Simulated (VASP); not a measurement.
# NaMg5Cl11 in VASP: further runs

Runs on NaMg5Cl11. Level: PBE. Tasks: single point, relaxation of cell and atoms.

Program: VASP 6.6.1. These are calculated values, not measurements. Logs are shortened: lines on timing, memory, paths and dates and some standing lists are left out, and cuts for length are marked.

### Step 1. The cell of the first run

The cell holds a disordered packing, 17 atoms: a = 7.462 Å, b = 7.769 Å, c = 7.958 Å, α = 88.47°, β = 90.81°, γ = 85.24°.

### Step 2. Single point, PBE

File INCAR:

```
PREC = Accurate ; ENCUT = 400
EDIFF = 1E-6 ; ISMEAR = 0
SIGMA = 0.1 ; LREAL = Auto
LASPH = T ; NELM = 120
ALGO = Normal ; ISIF = 2
LWAVE = F ; LCHARG = T
GGA = PE ; LELF = T
LVHAR = T ; NBANDS = 61
ISYM = -1 ; GGA_COMPAT = F
```

File KPOINTS:

```
explicit points
1
Reciprocal
  0.25000000   0.25000000   0.25000000 1
```

File POSCAR:

```
NaMg5Cl11
1.0
    7.4550155650      0.3093688539     -0.0565794590
    0.3240667080      7.7614829959      0.1038223823
   -0.0564427701      0.1081519325      7.9574796086
Na Cl Mg
1 11 5
Direct
    0.6143090421      0.8867417574      0.5279161085
    0.7138125090      0.3588626967      0.8562613183
    0.9770865103      0.4891956453      0.1666935239
    0.4469274657      0.2592969438      0.1714163500
    0.8431142505      0.1482372592      0.4409809922
    0.9211642662      0.7141532930      0.7037723734
    0.1983769534      0.3682770948      0.5766836685
    0.7121398055      0.8997242927      0.1421885619
    0.6070400530      0.5499154764      0.4410016550
    0.2626796009      0.8097452728      0.3015803697
    0.0807105581      0.0795648454      0.9621694055
    0.4557903214      0.7841645437      0.8391807121
    0.8746860144      0.4192113257      0.5883987272
    0.3694861988      0.9735879358      0.0684343635
    0.7588318197      0.6589444660      0.9486387437
    0.8439657094      0.2021624794      0.1351963357
    0.3031490212      0.4968802018      0.3314791097
```

Potentials or basis: VASP PAW PBE potentials, release 64 (Na_pv, Cl, Mg).

Started as:

```
cat potpaw_PBE.64/Na_pv/POTCAR potpaw_PBE.64/Cl/POTCAR potpaw_PBE.64/Mg/POTCAR > POTCAR
mpirun -np 1 vasp_std > vasp.out
```

OUTCAR:

```text
PREC = Accurate
   ENCUT = 400
   EDIFF = 1E-6
   ISMEAR = 0
   LREAL = Auto
   LASPH = T
   NELM = 120
   ISIF = 2
   GGA = PE
   ISYM = -1

 ion  position               nearest neighbor table
   1  0.614  0.887  0.528-   9 2.73
   2  0.714  0.359  0.856-  15 2.51  13 2.51  16 2.64
   3  0.977  0.489  0.167-  16 2.53  15 2.62  17 2.75
   4  0.447  0.259  0.171-  17 2.45  14 2.50  16 2.98
   5  0.843  0.148  0.441-  16 2.46  13 2.46
   6  0.921  0.714  0.704-  15 2.36  13 2.54
   7  0.198  0.368  0.577-  17 2.34  13 2.42
   8  0.712  0.900  0.142-  15 2.46  16 2.62  14 2.63
   9  0.607  0.550  0.441-  13 2.44  17 2.49   1 2.73
  10  0.263  0.810  0.302-  14 2.40  17 2.43
  11  0.081  0.080  0.962-  14 2.38  16 2.40
  12  0.456  0.784  0.839-  14 2.43  15 2.52
  13  0.875  0.419  0.588-   7 2.42   9 2.44   5 2.46   2 2.51   6 2.54  15 3.54
  14  0.369  0.974  0.068-  11 2.38  10 2.40  12 2.43   4 2.50   8 2.63
  15  0.759  0.659  0.949-   6 2.36   8 2.46   2 2.51  12 2.52   3 2.62  13 3.54
  16  0.844  0.202  0.135-  11 2.40   5 2.46   3 2.53   8 2.62   2 2.64   4 2.98
  17  0.303  0.497  0.331-   7 2.34  10 2.43   4 2.45   9 2.49   3 2.75

IMPORTANT INFORMATION: All symmetrisations will be switched off!
NOSYMM: (Re-)initialisation of all symmetry stuff for point group C_1.

----------------------------------------------------------------------------------------

                                     Primitive cell

  volume of cell :     459.5254

  direct lattice vectors                    reciprocal lattice vectors
     7.455015565  0.309368854 -0.056579459     0.134379104 -0.005624529  0.001029601
     0.324066708  7.761482996  0.103822382    -0.005370575  0.129089574 -0.001792580
    -0.056442770  0.108151933  7.957479609     0.001025536 -0.001724242  0.125698640

  length of vectors
     7.461646427  7.768939221  7.958414688     0.134500702  0.129213678  0.125714648

  position of ions in fractional coordinates (direct lattice)
     0.614309042  0.886741757  0.527916109
     0.713812509  0.358862697  0.856261318
     0.977086510  0.489195645  0.166693524
     0.446927466  0.259296944  0.171416350
     0.843114251  0.148237259  0.440980992
     0.921164266  0.714153293  0.703772373
     0.198376953  0.368277095  0.576683669
     0.712139806  0.899724293  0.142188562
     0.607040053  0.549915476  0.441001655
     0.262679601  0.809745273  0.301580370
     0.080710558  0.079564845  0.962169405
     0.455790321  0.784164544  0.839180712
     0.874686014  0.419211326  0.588398727
     0.369486199  0.973587936  0.068434364
     0.758831820  0.658944466  0.948638744
     0.843965709  0.202162479  0.135196336
     0.303149021  0.496880202  0.331479110

  ion indices of the primitive-cell ions
   primitive index   ion index
                 1           1
                 2           2
                 3           3
                 4           4
                 5           5
                 6           6
                 7           7
                 8           8
                 9           9
                10          10
                11          11
                12          12
                13          13
                14          14
                15          15
                16          16
                17          17

----------------------------------------------------------------------------------------

 KPOINTS: explicit points

Read explicit list of k-points.

 Found      1 k-points:

 Following reciprocal coordinates:
            Coordinates               Weight
  0.250000  0.250000  0.250000      1.000000
   k-points           NKPTS =      1   k-points in BZ     NKDIM =      1   number of bands    NBANDS=     61
   number of dos      NEDOS =    301   number of ions     NIONS =     17
   total plane-waves  NPLWV = 145800
   dimension x,y,z NGX =    50 NGY =   54 NGZ =   54
   dimension x,y,z NGXF=   100 NGYF=  108 NGZF=  108
   ions per type =               1  11   5
   NGX,Y,Z   is equivalent  to a cutoff of  11.14, 11.56, 11.28 a.u.
   NGXF,Y,Z  is equivalent  to a cutoff of  22.28, 23.11, 22.56 a.u.
 SYSTEM =  unknown system
   PREC   = accura    normal or accurate (medium, high low for compatibility)
   ISTART =      0    job   : 0-new  1-cont  2-samecut
   ICHARG =      2    charge: 1-file 2-atom 10-const
   ISPIN  =      1    spin polarized calculation?
   LNONCOLLINEAR =      F non collinear calculations
   LSORBIT =      F    spin-orbit coupling
   LASPH  =      T    aspherical Exc in radial PAW
   ENCUT  =  400.0 eV  29.40 Ry    5.42 a.u.  12.17 12.67 12.98*2*pi/ulx,y,z
   NELM   =    120;   NELMIN=  2; NELMDL= -5     # of ELM steps
   EDIFF  = 0.1E-05   stopping-criterion for ELM
   LREAL  =      T    real-space projection
   EDIFFG = 0.1E-04   stopping-criterion for IOM
   NSW    =      0    number of steps for IOM
   IBRION =     -1    ionic relax: 0-MD 1-quasi-New 2-CG
   NFREE  =      0    steps in history (QN), initial steepest desc. (CG)
   ISIF   =      2    stress and relaxation
   ISYM   =     -1    0-nonsym 1-usesym 2-fastsym
   POTIM  = 0.5000    time-step for ionic-motion
   TEBEG  =    0.0;   TEEND  =   0.0 temperature during run
   PSTRESS=    0.0 pullay stress
   NELECT =      94.0000    total number of electrons
   NUPDOWN=      -1.0000    fix difference up-down
   EMIN   =  10.00;   EMAX   =-10.00  energy-range for DOS
   EFERMI =   0.00;   METHOD = LEGACY
   ISMEAR =     0;   SIGMA  =   0.10  broadening in eV -4-tet -1-fermi 0-gaus
   EFERMI_NEDOS =   21; number of points for ismear=-14 and -15
   IALGO  =     38    algorithm
   IMIX   =      4    mixing-type and parameters
     AMIX     =   0.40;   BMIX     =  1.00
     AMIX_MAG =   1.60;   BMIX_MAG =  1.00
  volume/ion in A,a.u.               =      27.03       182.41
  Fermi-wavevector in a.u.,A,eV,Ry     =   0.964601  1.822831 12.659604  0.930455
  Thomas-Fermi vector in A             =   2.094246
   LORBIT       =      0    0 simple, 1 ext, 2 COOP (PROOUT), +10 PAW based schemes
   GGA     = PE    functional components
   LHFCALC =     F    Hartree Fock is set to
   AEXX    =    0.0000 exact exchange contribution
   IVDW    =     0    specifies the selected vdW correction
   LEPSILON=     F    determine dielectric tensor
   LRPA    =     F    only Hartree local field effects (RPA)
 non-spin polarized calculation
 Gauss-broadening in eV      SIGMA  =   0.10
  energy-cutoff  :      400.00
  volume of cell :      459.53
 maximum number of plane-waves:      8335
 NGX is ok and might be reduce to    48
   NGX = 25   NGY = 25   NGZ = 25

 number of electron      93.9999986 magnetization

 Free energy of the ion-electron system (eV)
  ---------------------------------------------------
  ext. energy  EPLUGINS =         0.00000000
  ---------------------------------------------------
  free energy    TOTEN  =       -58.85378248 eV

  energy without entropy =      -58.85378248  energy(sigma->0) =      -58.85378248

 E-fermi :  -0.4090     XC(G=0):  -7.5369

 val. band max:       -0.9499363051   @ k =   0.2500   0.2500   0.2500
 cond. band min:       4.2784013992   @ k =   0.2500   0.2500   0.2500
 fundamental gap:      5.2283377042
 Fermi energy:        -0.4089878836

 k-point     1 :       0.2500    0.2500    0.2500
  band No.  band energies     occupation
      1     -22.5033      2.00000
      2     -22.4989      2.00000
      3     -22.4760      2.00000
      4     -14.5848      2.00000
      5     -14.3963      2.00000
      6     -14.1741      2.00000
      7     -14.0953      2.00000
      8     -13.9700      2.00000
      9     -13.8840      2.00000
     10     -13.8176      2.00000
     11     -13.7883      2.00000
     12     -13.6869      2.00000
     13     -13.5875      2.00000
     14     -13.5347      2.00000
     15      -4.3825      2.00000
     16      -4.2919      2.00000
     17      -3.9642      2.00000
     18      -3.8232      2.00000
     19      -3.6059      2.00000
     20      -3.4140      2.00000
     21      -3.2511      2.00000
     22      -3.1684      2.00000
     23      -3.0512      2.00000
     24      -3.0033      2.00000
     25      -2.9273      2.00000
     26      -2.8095      2.00000
     27      -2.7027      2.00000
     28      -2.5890      2.00000
     29      -2.4995      2.00000
     30      -2.3280      2.00000
     31      -2.2181      2.00000
     32      -2.1085      2.00000
     33      -1.9951      2.00000
     34      -1.9292      2.00000
     35      -1.8386      2.00000
     36      -1.8023      2.00000
     37      -1.7632      2.00000
     38      -1.6958      2.00000
     39      -1.6313      2.00000
     40      -1.6027      2.00000
     41      -1.5313      2.00000
     42      -1.3810      2.00000
     43      -1.3199      2.00000
     44      -1.2564      2.00000
     45      -1.1589      2.00000
     46      -1.0016      2.00000
     47      -0.9499      2.00000
     48       4.2784      0.00000
     49       5.1028      0.00000
     50       5.2890      0.00000
     51       5.6062      0.00000
     52       5.8713      0.00000
     53       5.9756      0.00000
     54       6.3370      0.00000
     55       6.5838      0.00000
     56       6.6542      0.00000
     57       6.9885      0.00000
     58       7.0584      0.00000
     59       7.2727      0.00000
 [bands above 59 left out]

------------------------ aborting loop because EDIFF is reached ----------------------------------------

  FORCE on cell =-STRESS in cart. coord.  units (eV):
  Direction    XX          YY          ZZ          XY          YZ          ZX
  --------------------------------------------------------------------------------------
  -------------------------------------------------------------------------------------
  Total       -0.4852461     -0.5782341     -0.5485338      0.0082607      0.1810096     -0.0358515
  in kB       -1.6918548     -2.0160659     -1.9125132      0.0288016      0.6311064     -0.1249995
  external PRESSURE =      -1.8734780 kB  Pullay stress =       0.0000000 kB

 VOLUME and BASIS-vectors are now :
 -----------------------------------------------------------------------------
  energy-cutoff  :      400.00
  volume of cell :      459.53
      direct lattice vectors                 reciprocal lattice vectors
     7.455015565  0.309368854 -0.056579459     0.134379104 -0.005624529  0.001029601
     0.324066708  7.761482996  0.103822382    -0.005370575  0.129089574 -0.001792580
    -0.056442770  0.108151933  7.957479609     0.001025536 -0.001724242  0.125698640

 POSITION                                       TOTAL-FORCE (eV/Angst)
 -----------------------------------------------------------------------------------
      4.83725      7.12957      4.25819         0.003020     -0.003810     -0.038892
      5.38945      3.09874      6.81055        -0.012175     -0.007787      0.026625
      7.43332      4.11719      1.32197        -0.021902      0.001463     -0.016678
      3.40621      2.16933      1.36568         0.000181      0.013080     -0.010531
      6.30858      1.45907      3.47678        -0.005749     -0.002011      0.001356
      7.05900      5.90398      5.62228        -0.021375     -0.024110      0.017533
      1.56570      2.98212      4.61596        -0.029485      0.007403     -0.005135
      5.59256      7.21889      1.18458        -0.010371      0.022188     -0.010557
      4.67881      4.50365      3.53201         0.018909      0.016953      0.009391
      2.20367      6.39871      2.46903         0.006894     -0.014194     -0.001392
      0.57318      0.74657      7.66014        -0.005985      0.006007      0.008917
      3.60468      6.31805      6.73339         0.011951      0.006682      0.025884
      6.62344      3.58794      4.67621         0.015827      0.009985      0.020015
      3.06617      7.67820      0.62474         0.007386     -0.034309      0.005967
      5.81710      5.45174      7.57425         0.010266     -0.018743     -0.005569
      6.34966      1.84480      1.04906         0.010064      0.008655     -0.024178
      2.40229      3.98616      2.67217         0.022543      0.012547     -0.002756
 -----------------------------------------------------------------------------------
    total drift:                               -0.002539     -0.002871      0.002419

  FREE ENERGIE OF THE ION-ELECTRON SYSTEM (eV)
  ---------------------------------------------------
  free  energy   TOTEN  =       -58.8537824775 eV

  energy  without entropy=      -58.8537824775  energy(sigma->0) =      -58.85378248
```

It took 46 s on 1 thread of Intel Xeon 6975P-C (Granite Rapids), shared host; peak memory 0.33 GiB.

What came out:

| Quantity | Value |
| --- | --- |
| Free energy | -58.8538 eV |
| Pressure | -0.2 GPa |
| Largest force | 0.039 eV/Å |

Forces in eV/Å, atoms in the order of the input:
```
Na   0.003 -0.004 -0.039
Cl  -0.012 -0.008  0.027
Cl  -0.022  0.001 -0.017
Cl   0.000  0.013 -0.011
Cl  -0.006 -0.002  0.001
Cl  -0.021 -0.024  0.018
Cl  -0.029  0.007 -0.005
Cl  -0.010  0.022 -0.011
Cl   0.019  0.017  0.009
Cl   0.007 -0.014 -0.001
Cl  -0.006  0.006  0.009
Cl   0.012  0.007  0.026
Mg   0.016  0.010  0.020
Mg   0.007 -0.034  0.006
Mg   0.010 -0.019 -0.006
Mg   0.010  0.009 -0.024
Mg   0.023  0.013 -0.003
```

Levels at points of the mesh, in eV from the Fermi level:
```tsv
k point	band 45	band 46	band 47	band 48	band 49	band 50
(0.25, 0.25, 0.25)	-0.75	-0.59	-0.54	4.69	5.51	5.70
```

### Step 3. Relaxation of cell and atoms, PBE

This run uses another cell than the first one, of 26.00 Å³/atom.

File INCAR:

```
SYSTEM = NaMg5Cl11
PREC     = Accurate       ! precision mode
ENCUT    = 500            ! plane-wave cutoff, eV
EDIFF    = 1E-7           ! SCF threshold, eV
ISMEAR   = 0              ! smearing method
SIGMA    = 0.1            ! smearing width, eV
LREAL    = Auto         
LASPH    = .TRUE.         ! aspherical terms in the spheres
NELM     = 120            ! most SCF steps
ALGO     = Normal         ! electronic algorithm
ISIF     = 3              ! what is computed and relaxed
LWAVE    = .FALSE.        ! write WAVECAR
LCHARG   = .FALSE.        ! write CHGCAR
GGA      = PE             ! functional
IBRION   = 2              ! ionic algorithm
NSW      = 90             ! ionic steps
EDIFFG   = -0.04          ! ionic threshold
ISYM     = -1           
GGA_COMPAT= .FALSE.      
NELMIN   = 4
```

KPOINTS is that of step 2.

File POSCAR:

```
NaMg5Cl11
1.0
    7.3358240000     -0.1022000000     -0.1754900000
   -0.1022000000      7.4901820000     -0.1860490000
   -0.1754900000     -0.1860490000      8.0546370000
Na Cl Mg
1 11 5
Direct
    0.5702765399      0.8951712871      0.5185162166
    0.7716954872      0.3548698314      0.8482131841
    0.9788162728      0.5034686989      0.1977318896
    0.4376488886      0.2723922873      0.1402947794
    0.8186858133      0.1605514379      0.4202054070
    0.9631569463      0.7448428777      0.6920671993
    0.2128703138      0.3662221314      0.5823603108
    0.6649163400      0.8688336262      0.1432650512
    0.6393369176      0.5638895375      0.4475637738
    0.2567092902      0.8216891866      0.3503268334
    0.0486593995      0.0245129014      0.9694343626
    0.4300604401      0.7839363761      0.8391396133
    0.9093342749      0.4338125342      0.5739770841
    0.3358908813      0.9446879590      0.0733578154
    0.7997559541      0.6808301811      0.9332864881
    0.8194449188      0.1976165285      0.1270214628
    0.3260114213      0.4813381476      0.3452308475
```

Potentials or basis: VASP PAW PBE potentials, release 64 (Na_pv, Cl, Mg).

Started as:

```
cat potpaw_PBE.64/Na_pv/POTCAR potpaw_PBE.64/Cl/POTCAR potpaw_PBE.64/Mg/POTCAR > POTCAR
mpirun -np 1 vasp_std > vasp.out
```

It took 17 min on 1 thread of Intel Xeon 6975P-C (Granite Rapids), shared host; peak memory 0.46 GiB.

The run converged. Its results:

- Free energy: -58.8425 eV
- Relaxed volume: 26.82 Å³/atom
- Relaxed cell: a = 7.377 Å, b = 7.749 Å, c = 8.010 Å, α = 88.26°, β = 90.98°, γ = 85.17°
- Space group after relaxing (to 0.1 Å): P1 (No. 1)
- Energy gained by relaxing: 65.4 meV/atom
- Ionic steps: 34
- Pressure after relaxing: 0.0 GPa
- Largest force after relaxing: 0.034 eV/Å

Forces in eV/Å, atoms in the order of the input:
```
Na   0.011 -0.005 -0.008
Cl  -0.004 -0.017  0.011
Cl   0.011 -0.017  0.016
Cl  -0.011 -0.001 -0.002
Cl   0.000 -0.001 -0.009
Cl  -0.010  0.005  0.017
Cl   0.032  0.007 -0.003
Cl  -0.007  0.005 -0.004
Cl  -0.006  0.013 -0.005
Cl  -0.030 -0.001  0.016
Cl   0.000 -0.006 -0.007
Cl  -0.005 -0.003 -0.017
Mg   0.001  0.010 -0.003
Mg  -0.004  0.009  0.013
Mg  -0.008  0.013 -0.013
Mg   0.015 -0.003 -0.015
Mg   0.018 -0.008  0.012
```

Step by step:
| step | energy change (eV) | largest force (eV/Å) | pressure (GPa) | volume (Å³) |
| --- | --- | --- | --- | --- |
| 1 | 0.0000 | 0.9740 | 0.65 | 442.00 |
| 2 | -0.3686 | 0.5358 | -0.19 | 448.71 |
| 3 | -0.4817 | 0.4616 | -0.81 | 455.53 |
| 4 | -0.6201 | 0.4258 | -0.10 | 447.41 |
| 5 | -0.6739 | 0.4664 | 0.77 | 438.64 |
| 6 | -0.7920 | 0.2933 | 0.39 | 442.96 |
| 7 | -0.8374 | 0.4491 | 0.05 | 447.82 |
| 8 | -0.9046 | 0.2360 | -0.15 | 451.28 |
| 9 | -0.9168 | 0.2483 | -0.26 | 453.54 |
| 10 | -0.9546 | 0.2099 | 0.09 | 450.28 |
| 11 | -0.9616 | 0.2808 | 0.34 | 448.17 |
| 12 | -0.9896 | 0.2287 | -0.05 | 453.17 |
| 13 | -0.9915 | 0.2554 | -0.17 | 454.85 |
| 14 | -1.0206 | 0.1828 | -0.11 | 455.32 |
| 15 | -1.0280 | 0.2037 | -0.05 | 455.70 |
| 16 | -1.0500 | 0.1197 | 0.09 | 454.84 |
| 17 | -1.0541 | 0.1228 | 0.17 | 454.31 |
| 18 | -1.0667 | 0.1159 | -0.19 | 458.82 |
| 19 | -1.0668 | 0.1191 | -0.23 | 459.23 |
| 20 | -1.0774 | 0.0971 | -0.01 | 457.19 |
| 21 | -1.0779 | 0.1269 | 0.04 | 456.66 |
| 22 | -1.0848 | 0.0787 | 0.04 | 456.62 |
| 23 | -1.0866 | 0.0898 | 0.03 | 456.59 |
| 24 | -1.0929 | 0.0616 | -0.07 | 457.52 |
| 25 | -1.0945 | 0.0857 | -0.16 | 458.34 |
| 26 | -1.0983 | 0.0795 | -0.06 | 456.90 |
| 27 | -1.1001 | 0.0720 | 0.07 | 455.21 |
| 28 | -1.1032 | 0.0594 | 0.02 | 455.56 |
| 29 | -1.1047 | 0.0928 | -0.03 | 456.02 |
| 30 | -1.1073 | 0.0420 | 0.00 | 455.78 |
| 31 | -1.1081 | 0.0729 | 0.02 | 455.56 |
| 32 | -1.1100 | 0.0432 | 0.00 | 455.88 |
| 33 | -1.1111 | 0.0472 | -0.03 | 456.39 |
| 34 | -1.1126 | 0.0343 | 0.02 | 455.94 |

Final structure:
```xyz
17
Lattice="7.3697 0.3241 -0.0709 0.3131 7.7416 0.1066 -0.0655 0.1363 8.0083" Properties=species:S:1:pos:R:3 pbc="T T T"
Na    4.7536    7.1396    4.2700
Cl    5.2779    3.1223    6.8318
Cl    7.3231    4.1326    1.2963
Cl    3.4026    2.1998    1.3584
Cl    6.2166    1.4656    3.5021
Cl    6.9982    5.8977    5.6610
Cl    1.5522    2.9580    4.6070
Cl    5.5263    7.2112    1.1780
Cl    4.6379    4.5244    3.5605
Cl    2.1765    6.4010    2.4679
Cl    0.5501    0.8197    7.7371
Cl    3.5451    6.3413    6.7736
Mg    6.5406    3.5799    4.7359
Mg    3.0369    7.6645    0.6148
Mg    5.7489    5.4647    7.6067
Mg    6.2173    1.8702    1.0653
Mg    2.3813    3.9997    2.6792
```

Levels at points of the mesh, in eV from the Fermi level:
| k point | band 45 | band 46 | band 47 | band 48 | band 49 | band 50 |
| --- | --- | --- | --- | --- | --- | --- |
| (0.25, 0.25, 0.25) | -0.73 | -0.56 | -0.50 | 4.74 | 5.56 | 5.75 |
